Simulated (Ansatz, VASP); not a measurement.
Two plane-wave programs on MgO

Contents of INCAR:

```
PREC = Accurate
ENCUT = 520
EDIFF = 1E-7
ISMEAR = 0
SIGMA = 0.05
LREAL = False
LASPH = True
NELM = 100
ALGO = Normal
ISIF = 2
LWAVE = False
LCHARG = False
GGA = PS
NBANDS = 11
```

KPOINTS

```
Automatic mesh
0
Gamma
  10 10 10
```

The input POSCAR:

```
MgO
1.0
    0.0000000000      2.0544280775      2.0017504345
    2.0544280775      0.0000000000      2.0017504345
    2.0544280775      2.0544280775      0.0000000000
Mg O
1 1
Direct
    0.0000000000      0.0000000000      0.0000000000
    0.5000000000      0.5000000000      0.5000000000
```

Input for Ansatz:

```yaml
crystal:
  lattice:
    - [0.0, 2.0544280775, 2.0017504345]
    - [2.0544280775, 0.0, 2.0017504345]
    - [2.0544280775, 2.0544280775, 0.0]
  atoms:
    - { symbol: Mg, position: [0.0, 0.0, 0.0] }
    - { symbol: O, position: [0.5, 0.5, 0.5] }
basis:
  ecutwfc: 420
kpoints:
  mp_grid: { grid: [10, 10, 10] }
hamiltonian:
  xc: pbesol
scf:
  occupations: { method: gaussian, width: 0.05 }
output:
  forces: true
  stress: true
  eigenvalues: true
```

Change from the starting cell: strain -0.025 along x and y, -0.050 along z, atoms carried along.

Alike in both runs: task single point; functional PBEsol; k mesh 10 × 10 × 10; occupations gaussian, width 0.05 eV; no spin polarisation.

|  | VASP | Ansatz |
| --- | --- | --- |
| version | VASP 6.6.1 | Ansatz 0.2.0 |
| potentials or method | VASP PAW PBE potentials, release 64 (Mg, O), cutoff 520 eV | scalar-relativistic, plane waves, PAW |
| valence electrons in the cell | 8 | 16 |

Ansatz gave:

```
gap on the k mesh at the Fermi level (eV)                     : 5.64
least direct gap on the mesh (eV)                             : 5.64
pressure (GPa)                                                : 20.1
traceless stress, the component that is largest in VASP (GPa) : 6.24
```

Q: Estimate VASP's values.

A: gap on the k mesh at the Fermi level (eV): 5.64; least direct gap on the mesh (eV): 5.64; pressure (GPa): 19.8; traceless stress, the component that is largest in VASP (GPa): 6.32.

VASP's potentials were made for PBE, not for PBEsol. With one functional, cell and mesh, what is left measures potentials, basis and numerics. VASP's potentials hold 8 valence electrons a cell and Ansatz's 16, so a difference there can come from the potentials and not from the codes.
